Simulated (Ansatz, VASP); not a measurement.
## Two plane-wave programs on C

File INCAR:

```
ALGO     = Normal         # electronic algorithm
EDIFF    = 1E-6           # SCF threshold, eV
ENCUT    = 520            # plane-wave cutoff, eV
GGA      = PE             # functional
ISIF     = 2              # what is computed and relaxed
ISMEAR   = 0              # smearing method
IVDW     = 12             # dispersion correction
LASPH    = T              # aspherical terms in the spheres
LCHARG   = F              # write CHGCAR
LREAL    = F              # projectors in reciprocal space
LWAVE    = F              # write WAVECAR
NBANDS   = 16             # bands
NELM     = 60             # most SCF steps
PREC     = Accurate       # precision mode
SIGMA    = 0.15           # smearing width, eV
```

File KPOINTS:

```
k-points
0
Gamma
  18 12 10
```

The input POSCAR:

```
C
1.0
   -2.4646600698      0.0000000000      0.0000000000
    0.0000000000      0.0000000000     -3.5719696368
    0.0000000000     -4.2689164642      0.0000000000
C
4
Direct
    0.5000000000      0.0000000000      0.1694776845
    0.0000000000      0.0000000000      0.6694776845
    0.0000000000      0.0000000000      0.3305223155
    0.5000000000      0.0000000000      0.8305223155
```

Input for Ansatz:

```yaml
crystal:
  lattice:
    - [-2.4646600698, 0.0, 0.0]
    - [0.0, 0.0, -3.5719696368]
    - [0.0, -4.2689164642, 0.0]
  atoms:
    - { symbol: C, position: [0.5, 0.0, 0.1694776845] }
    - { symbol: C, position: [0.0, 0.0, 0.6694776845] }
    - { symbol: C, position: [0.0, 0.0, 0.3305223155] }
    - { symbol: C, position: [0.5, 0.0, 0.8305223155] }
basis:
  ecutwfc: 520.0
kpoints:
  mp_grid: { grid: [18, 12, 10] }
hamiltonian:
  xc: pbe
  pseudopotentials: { kind: paw, azcp: { folder: soft_1 } }
  dispersion: d3bj
scf:
  occupations: { method: gaussian, width: 0.15 }
output:
  forces: true
  stress: true
  eigenvalues: true
```

Change from the starting cell: mode 8 frozen in at +0.000 Å and mode 12 at -0.012 Å (largest displacements).

Alike in both runs: task single point; functional PBE; dispersion D3(BJ); k mesh 18 × 12 × 10; occupations gaussian, width 0.15 eV; no spin polarisation.

|  | VASP | Ansatz |
| --- | --- | --- |
| version | VASP 6.6.1 | Ansatz 0.2.0 |
| potentials or method | VASP PAW PBE potentials, release 64 (C), cutoff 520 eV | scalar-relativistic, plane waves, PAW |
| valence electrons in the cell | 16 | 16 |

VASP gave:

```
gap on the k mesh at the Fermi level (eV)                     : none
pressure (GPa)                                                : 0.7
traceless stress, the component that is largest in VASP (GPa) : 2.75
rms of the force components (eV/Å)                            : 0.729
```

Estimate Ansatz's values.

gap on the k mesh at the Fermi level (eV): none; pressure (GPa): 0.2; traceless stress, the component that is largest in VASP (GPa): 2.46; rms of the force components (eV/Å): 0.728.

Atom by atom the forces differ by 0.001 eV/Å (rms over components). A gap of «none» marks a metal or a gap that the smearing closes.
